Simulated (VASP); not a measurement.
# Te2Mo (P-6m2) in VASP: single point with PBE+D3(BJ)

Aim: the single point of Te2Mo with PBE+D3(BJ).

All numbers are computed with VASP 6.6.1; they aren't measurements. Logs are shortened: lines on timing, memory, paths and dates and some standing lists are left out, and cuts for length are marked.

### 1 The cell of the first run

The structure is hexagonal, space group P-6m2 (No. 187). The conventional cell has a = 3.496 Å, b = 3.496 Å, c = 21.311 Å, α = 90.00°, β = 90.00°, γ = 120.00°. Te (site symmetry 3m) has 3 Mo at 2.72 Å and 10 Te at 3.50 to 3.79 Å within 3.8 Å. Te (site symmetry 3m) has 3 Mo at 2.72 Å and 7 Te at 3.50 to 3.64 Å within 3.7 Å. Within 3.8 Å of Te (site symmetry 3m) lie 3 Mo at 2.72 Å and 10 Te at 3.50 to 3.79 Å. Mo (site symmetry 3m) has 6 Te at 2.72 Å and 6 Mo at 3.50 Å within 3.6 Å. Mo (site symmetry -6m2) has 6 Te at 2.72 Å and 6 Mo at 3.50 Å within 3.6 Å.

### 2 Single point, PBE+D3(BJ)

INCAR

```
PREC = Accurate
ENCUT = 520
EDIFF = 1E-7
ISMEAR = 0
SIGMA = 0.02
LREAL = False
LASPH = True
NELM = 80
ALGO = Normal
ISIF = 2
LWAVE = False
LCHARG = True
GGA = PE
IVDW = 12
LELF = True
LVHAR = True
NBANDS = 49
```

KPOINTS

```
Automatic mesh
0
Gamma
  9 9 2
```

POSCAR

```
Te2Mo
1.0
    3.4959407812      0.0000000000      0.0000000000
   -1.7479703906      3.0275735266      0.0000000000
    0.0000000000      0.0000000000     21.3113513408
Te Mo
6 3
Direct
    0.0000000000      0.0000000000      0.9147264527
    0.3333333333      0.6666666667      0.5934158068
    0.3333333333      0.6666666667      0.2359734255
    0.3333333333      0.6666666667      0.7640265745
    0.3333333333      0.6666666667      0.4065841932
    0.0000000000      0.0000000000      0.0852735473
    0.0000000000      0.0000000000      0.6786881624
    0.0000000000      0.0000000000      0.3213118376
    0.3333333333      0.6666666667      0.0000000000
```

Potentials or basis: VASP PAW PBE potentials, release 64 (Te, Mo_sv).

The run is started by

```sh
cat potpaw_PBE.64/Te/POTCAR potpaw_PBE.64/Mo_sv/POTCAR > POTCAR
mpirun -np 1 vasp_std > vasp.out
```

OUTCAR:

```text
PREC = Accurate
   ENCUT = 520
   EDIFF = 1E-7
   ISMEAR = 0
   LREAL = False
   LASPH = True
   NELM = 80
   ISIF = 2
   GGA = PE
   IVDW = 12
 IVDW          = 12

 ion  position               nearest neighbor table
   1  0.000  0.000  0.915-   9 2.72   9 2.72   9 2.72   6 3.63
   2  0.333  0.667  0.593-   7 2.72   7 2.72   7 2.72   4 3.64
   3  0.333  0.667  0.236-   8 2.72   8 2.72   8 2.72   5 3.64
   4  0.333  0.667  0.764-   7 2.72   7 2.72   7 2.72   2 3.64
   5  0.333  0.667  0.407-   8 2.72   8 2.72   8 2.72   3 3.64
   6  0.000  0.000  0.085-   9 2.72   9 2.72   9 2.72   1 3.63
   7  0.000  0.000  0.679-   2 2.72   2 2.72   2 2.72   4 2.72   4 2.72   4 2.72
   8  0.000  0.000  0.321-   5 2.72   5 2.72   5 2.72   3 2.72   3 2.72   3 2.72
   9  0.333  0.667  0.000-   1 2.72   6 2.72   1 2.72   6 2.72   1 2.72   6 2.72

  LATTYP: Found a hexagonal cell.
 ALAT       =     3.4959407812
 C/A-ratio  =     6.0960275573

  Lattice vectors:

 A1 = (   3.4959407812,   0.0000000000,   0.0000000000)
 A2 = (  -1.7479703906,   3.0275735266,   0.0000000000)
 A3 = (   0.0000000000,   0.0000000000,  21.3113513408)

Analysis of symmetry for initial positions (statically):
=====================================================================
 Subroutine PRICEL returns:
 Original cell was already a primitive cell.

 Routine SETGRP: Setting up the symmetry group for a
 hexagonal supercell.

 Subroutine GETGRP returns: Found 12 space group operations
 (whereof 12 operations were pure point group operations)
 out of a pool of 24 trial point group operations.

The static configuration has the point symmetry D_3h.

Analysis of symmetry for dynamics (positions and initial velocities):
=====================================================================
 Subroutine PRICEL returns:
 Original cell was already a primitive cell.

 Routine SETGRP: Setting up the symmetry group for a
 hexagonal supercell.

 Subroutine GETGRP returns: Found 12 space group operations
 (whereof 12 operations were pure point group operations)
 out of a pool of 24 trial point group operations.

The dynamic configuration has the point symmetry D_3h.

 Subroutine INISYM returns: Found 12 space group operations
 (whereof 12 operations are pure point group operations),
 and found     1 'primitive' translations

----------------------------------------------------------------------------------------

                                     Primitive cell

  volume of cell :     225.5640

  direct lattice vectors                    reciprocal lattice vectors
     3.495940781  0.000000000  0.000000000     0.286046035  0.165148755  0.000000000
    -1.747970391  3.027573527  0.000000000     0.000000000  0.330297511  0.000000000
     0.000000000  0.000000000 21.311351341     0.000000000  0.000000000  0.046923350

  length of vectors
     3.495940781  3.495940781 21.311351341     0.330297511  0.330297511  0.046923350

  position of ions in fractional coordinates (direct lattice)
     0.000000000  0.000000000  0.914726453
     0.333333333  0.666666667  0.593415807
     0.333333333  0.666666667  0.235973425
     0.333333333  0.666666667  0.764026575
     0.333333333  0.666666667  0.406584193
     0.000000000  0.000000000  0.085273547
     0.000000000  0.000000000  0.678688162
     0.000000000  0.000000000  0.321311838
     0.333333333  0.666666667  0.000000000

  ion indices of the primitive-cell ions
   primitive index   ion index
                 1           1
                 2           2
                 3           3
                 4           4
                 5           5
                 6           6
                 7           7
                 8           8
                 9           9

----------------------------------------------------------------------------------------

 KPOINTS: Automatic mesh

Automatic generation of k-mesh.
 Grid dimensions read from file:
 generate k-points for:    9    9    2

 Generating k-lattice:

  Cartesian coordinates                     Fractional coordinates (reciprocal lattice)
     0.031782893  0.018349862  0.000000000     0.111111111 -0.000000000  0.000000000
     0.000000000  0.036699723  0.000000000     0.000000000  0.111111111  0.000000000
     0.000000000  0.000000000  0.023461675     0.000000000  0.000000000  0.500000000

  Length of vectors
     0.036699723  0.036699723  0.023461675

  Shift w.r.t. Gamma in fractional coordinates (k-lattice)
     0.000000000  0.000000000  0.000000000

 Subroutine IBZKPT returns following result:
 ===========================================

 Found     24 irreducible k-points:

 Following reciprocal coordinates:
            Coordinates               Weight
  0.000000  0.000000  0.000000      1.000000
  0.111111 -0.000000  0.000000      6.000000
  0.222222 -0.000000  0.000000      6.000000
  0.333333 -0.000000  0.000000      6.000000
  0.444444 -0.000000  0.000000      6.000000
  0.111111  0.111111  0.000000      6.000000
[... 16 lines left out ...]
  0.333333  0.222222  0.500000     12.000000
  0.333333  0.333333  0.500000      2.000000
   k-points           NKPTS =     24   k-points in BZ     NKDIM =     24   number of bands    NBANDS=     49
   number of dos      NEDOS =    301   number of ions     NIONS =      9
   total plane-waves  NPLWV = 125440
   dimension x,y,z NGX =    28 NGY =   28 NGZ =  160
   dimension x,y,z NGXF=    56 NGYF=   56 NGZF=  320
   ions per type =               6   3
   NGX,Y,Z   is equivalent  to a cutoff of  13.32, 13.32, 12.48 a.u.
   NGXF,Y,Z  is equivalent  to a cutoff of  26.63, 26.63, 24.96 a.u.
 SYSTEM =  unknown system
   PREC   = accura    normal or accurate (medium, high low for compatibility)
   ISTART =      0    job   : 0-new  1-cont  2-samecut
   ICHARG =      2    charge: 1-file 2-atom 10-const
   ISPIN  =      1    spin polarized calculation?
   LNONCOLLINEAR =      F non collinear calculations
   LSORBIT =      F    spin-orbit coupling
   LASPH  =      T    aspherical Exc in radial PAW
   ENCUT  =  520.0 eV  38.22 Ry    6.18 a.u.   6.50  6.50 39.62*2*pi/ulx,y,z
   NELM   =     80;   NELMIN=  2; NELMDL= -5     # of ELM steps
   EDIFF  = 0.1E-06   stopping-criterion for ELM
   LREAL  =      F    real-space projection
   EDIFFG = 0.1E-05   stopping-criterion for IOM
   NSW    =      0    number of steps for IOM
   IBRION =     -1    ionic relax: 0-MD 1-quasi-New 2-CG
   NFREE  =      0    steps in history (QN), initial steepest desc. (CG)
   ISIF   =      2    stress and relaxation
   ISYM   =      2    0-nonsym 1-usesym 2-fastsym
   POTIM  = 0.5000    time-step for ionic-motion
   TEBEG  =    0.0;   TEEND  =   0.0 temperature during run
   PSTRESS=    0.0 pullay stress
   NELECT =      78.0000    total number of electrons
   NUPDOWN=      -1.0000    fix difference up-down
   EMIN   =  10.00;   EMAX   =-10.00  energy-range for DOS
   EFERMI =   0.00;   METHOD = LEGACY
   ISMEAR =     0;   SIGMA  =   0.02  broadening in eV -4-tet -1-fermi 0-gaus
   EFERMI_NEDOS =   21; number of points for ismear=-14 and -15
   IALGO  =     38    algorithm
   IMIX   =      4    mixing-type and parameters
     AMIX     =   0.40;   BMIX     =  1.00
     AMIX_MAG =   1.60;   BMIX_MAG =  1.00
  volume/ion in A,a.u.               =      25.06       169.13
  Fermi-wavevector in a.u.,A,eV,Ry     =   1.149079  2.171444 17.964886  1.320382
  Thomas-Fermi vector in A             =   2.285750
   LORBIT       =      0    0 simple, 1 ext, 2 COOP (PROOUT), +10 PAW based schemes
   GGA     = PE    functional components
   LHFCALC =     F    Hartree Fock is set to
   AEXX    =    0.0000 exact exchange contribution
   IVDW    =    12    specifies the selected vdW correction
   LEPSILON=     F    determine dielectric tensor
   LRPA    =     F    only Hartree local field effects (RPA)
 non-spin polarized calculation
 Gauss-broadening in eV      SIGMA  =   0.02
  energy-cutoff  :      520.00
  volume of cell :      225.56
 maximum number of plane-waves:      6152
 NGX is ok and might be reduce to    28
   NGX = 13   NGY = 13   NGZ = 79

 number of electron      78.0000002 magnetization

 Free energy of the ion-electron system (eV)
  ---------------------------------------------------
  ext. energy  EPLUGINS =         0.00000000
  ---------------------------------------------------
  free energy    TOTEN  =       -53.86120609 eV

  energy without entropy =      -53.86120609  energy(sigma->0) =      -53.86120609

 E-fermi :   8.2459     XC(G=0): -10.3829

 val. band max:        8.1551748159   @ k =   0.0000   0.0000   0.5000
 cond. band min:       8.8814917479   @ k =   0.2222   0.2222   0.0000
 fundamental gap:      0.7263169320
 Fermi energy:         8.2458884806

 k-point     1 :       0.0000    0.0000    0.0000
  band No.  band energies     occupation
      1     -52.6834      2.00000
      2     -52.6834      2.00000
      3     -52.6829      2.00000
      4     -26.8641      2.00000
      5     -26.8641      2.00000
      6     -26.8602      2.00000
[... 41 lines left out ...]
     48      11.4986      0.00000
     49      11.5098      0.00000

 k-point     2 :       0.1111   -0.0000    0.0000
  band No.  band energies     occupation
      1     -52.6821      2.00000
      2     -52.6821      2.00000
      3     -52.6817      2.00000
      4     -26.8605      2.00000
      5     -26.8605      2.00000
      6     -26.8566      2.00000
[... 41 lines left out ...]
     48      11.1186      0.00000
     49      11.2849      0.00000

 k-point     3 :       0.2222   -0.0000    0.0000
  band No.  band energies     occupation
      1     -52.6790      2.00000
      2     -52.6790      2.00000
      3     -52.6785      2.00000
      4     -26.8514      2.00000
      5     -26.8514      2.00000
      6     -26.8475      2.00000
[... 1081 lines left out ...]
     48      10.3561      0.00000
     49      11.3742      0.00000

 k-point    24 :       0.3333    0.3333    0.5000
  band No.  band energies     occupation
      1     -52.6714      2.00000
      2     -52.6714      2.00000
      3     -52.6709      2.00000
      4     -26.8296      2.00000
      5     -26.8296      2.00000
      6     -26.8256      2.00000
[... 41 lines left out ...]
     48      10.6091      0.00000
     49      11.8205      0.00000

------------------------ aborting loop because EDIFF is reached ----------------------------------------

 Edisp (eV)   -4.82421

 E8    (eV) :    -2.2241

  FORCE on cell =-STRESS in cart. coord.  units (eV):
  Direction    XX          YY          ZZ          XY          YZ          ZX
  --------------------------------------------------------------------------------------
  -------------------------------------------------------------------------------------
  Total      -0.01181    -0.01181     0.10067    -0.00000    -0.00000     0.00000
  in kB      -0.08386    -0.08386     0.71509    -0.00000    -0.00000     0.00000
  external pressure =        0.18 kB  Pullay stress =        0.00 kB

 VOLUME and BASIS-vectors are now :
 -----------------------------------------------------------------------------
  energy-cutoff  :      520.00
  volume of cell :      225.56
      direct lattice vectors                 reciprocal lattice vectors
     3.495940781  0.000000000  0.000000000     0.286046035  0.165148755  0.000000000
    -1.747970391  3.027573527  0.000000000     0.000000000  0.330297511  0.000000000
     0.000000000  0.000000000 21.311351341     0.000000000  0.000000000  0.046923350

 POSITION                                       TOTAL-FORCE (eV/Angst)
 -----------------------------------------------------------------------------------
      0.00000      0.00000     19.49406        -0.000000      0.000000     -0.015535
     -0.00000      2.01838     12.64649         0.000000     -0.000000     -0.013323
     -0.00000      2.01838      5.02891        -0.000000      0.000000     -0.015848
     -0.00000      2.01838     16.28244         0.000000     -0.000000      0.015848
     -0.00000      2.01838      8.66486         0.000000     -0.000000      0.013323
      0.00000      0.00000      1.81729         0.000000      0.000000      0.015535
      0.00000      0.00000     14.46376         0.000000     -0.000000      0.000300
      0.00000      0.00000      6.84759         0.000000     -0.000000     -0.000300
     -0.00000      2.01838      0.00000        -0.000000      0.000000      0.000000
 -----------------------------------------------------------------------------------
    total drift:                                0.000000     -0.000000     -0.000000

  FREE ENERGIE OF THE ION-ELECTRON SYSTEM (eV)
  ---------------------------------------------------
  free  energy   TOTEN  =       -58.6854121709 eV

  energy  without entropy=      -58.6854121709  energy(sigma->0) =      -58.68541217
```

Wall time 5.7 min (1 thread of Intel Xeon Platinum 8488C (Sapphire Rapids), shared host); peak memory 0.45 GiB.

Results:

| Item | Value |
| --- | --- |
| Free energy | -58.6854 eV |
| Pressure | 0.0 GPa |
| Largest force | 0.016 eV/Å |
| Band gap on the k mesh | 0.73 eV (least direct gap 1.10 eV) |
| Dispersion energy per atom | -0.536 eV |

Forces on the atoms (eV/Å):
```
Te   0.000  0.000 -0.016
Te   0.000  0.000 -0.013
Te   0.000  0.000 -0.016
Te   0.000  0.000  0.016
Te   0.000  0.000  0.013
Te   0.000  0.000  0.016
Mo   0.000  0.000  0.000
Mo   0.000  0.000  0.000
Mo   0.000  0.000  0.000
```

Levels at points of the mesh, in eV from the valence-band top:
```tsv
k point	band 35	band 36	band 37	band 38	band 39	band 40	band 41	band 42	band 43	band 44
(0.00, 0.00, 0.00)	-1.00	-1.00	-0.71	-0.07	0.00	2.91	2.91	2.94	2.94	3.08
(0.00, 0.00, 0.50)	-1.00	-1.00	-0.60	-0.07	0.00	2.90	2.90	2.97	2.97	3.02
```

Caveat: semilocal functionals underestimate gaps, and a narrow one can read as zero; spin-orbit coupling is left out, which moves the levels of the heavy elements. A k mesh can miss the band edges.
